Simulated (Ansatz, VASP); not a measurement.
## One calculation of Ta, two programs

The input INCAR:

```
  PREC = Accurate
  ENCUT = 520
  EDIFF = 1E-6
  ISMEAR = -1
  SIGMA = 0.08
  LREAL = False
  LASPH = True
  NELM = 80
  ALGO = Normal
  ISIF = 2
  LWAVE = False
  LCHARG = False
  GGA = PE
  NBANDS = 12
```

File KPOINTS:

```
Automatic mesh
0
Gamma
  16 16 16
```

The input POSCAR:

```
Ta
1.0
   -1.5940299986      1.5940299986      1.6604479152
    1.5940299986     -1.5940299986      1.6604479152
    1.5940299986      1.5940299986     -1.6604479152
Ta
1
Direct
    0.0000000000      0.0000000000      0.0000000000
```

Input for Ansatz:

```yaml
crystal:
  lattice:
    - [-1.5940299986, 1.5940299986, 1.6604479152]
    - [1.5940299986, -1.5940299986, 1.6604479152]
    - [1.5940299986, 1.5940299986, -1.6604479152]
  atoms:
    - { symbol: Ta, position: [0.0, 0.0, 0.0] }
kpoints:
  mp_grid: { grid: [16, 16, 16] }
scf:
  occupations: { method: fermi_dirac, width: 0.08 }
hamiltonian:
  xc: pbe
  pseudopotentials: { kind: all_electron, lapw: { basis_error: 0.001 } }
output:
  forces: true
  stress: true
  eigenvalues: true
```

Change from the starting cell: x and y stretched by -4 %, z held.

Alike in both runs: task single point; functional PBE; k mesh 16 × 16 × 16; occupations fermi-dirac, width 0.08 eV; no spin polarisation.

|  | VASP | Ansatz |
| --- | --- | --- |
| version | VASP 6.6.1 | Ansatz 0.2.0 |
| potentials or method | VASP PAW PBE potentials, release 64 (Ta_pv), cutoff 520 eV | all-electron LAPW, scalar-relativistic |

Ansatz gave:

| Quantity | Value |
| --- | --- |
| pressure (GPa) | 18.3 |
| traceless stress, the component that is largest in VASP (GPa) | -3.26 |

Task: Which values does VASP return?

Result: Pressure (GPa): 18.7; traceless stress, the component that is largest in VASP (GPa): -3.25.

Ansatz ran all-electron here, and VASP with PAW potentials.

Neither program's run includes spin-orbit coupling.
